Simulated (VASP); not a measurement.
A run of VASP 6.6.1:

POSCAR

```
Tl
1.0
    5.5426901206      0.0000000000      0.0000000000
   -2.7713450603      4.8001104497      0.0000000000
    0.0000000000      0.0000000000      3.4120209146
Tl
3
Direct
    0.0000000000      0.0000000000      0.0000000000
    0.3333333333      0.6666666667      0.5000000000
    0.6666666667      0.3333333333      0.5000000000
```

Contents of INCAR.step1:

```
  PREC = Accurate
  ENCUT = 520
  ISMEAR = -1
  SIGMA = 0.1
  LREAL = F
  LASPH = T
  NELM = 60
  NBANDS = 26
  GGA = PE
  ALGO = Normal
  EDIFF = 1E-4
  LWAVE = T
  LCHARG = F
```

The input INCAR.step2:

```
  PREC = Accurate
  ENCUT = 520
  EDIFF = 1E-7
  ISMEAR = -1
  SIGMA = 0.1
  LREAL = F
  LASPH = T
  NELM = 60
  ALGO = Normal
  ISIF = 2
  LWAVE = F
  LCHARG = F
  METAGGA = R2SCAN
  LMIXTAU = T
  NBANDS = 26
  ISTART = 1
```

KPOINTS

```
Automatic mesh
0
Gamma
  7 7 10
```

Potentials or basis: VASP PAW PBE potentials, release 64 (Tl_d).

The run is started by

```console
$ cat potpaw_PBE.64/Tl_d/POTCAR > POTCAR
$ cp INCAR.step1 INCAR
$ mpirun -np 1 vasp_std > vasp.out
$ cp INCAR.step2 INCAR
$ mpirun -np 1 vasp_std > vasp.out
```

Hardware: 1 thread of Oxide Virtual Turin-like Processor, with other jobs on the host.

Q: Estimate the wall time of this run.

A: Run time: 12 min on 1 thread of Oxide Virtual Turin-like Processor, on a shared host, peak memory 0.23 GiB. Counts: k points 48.
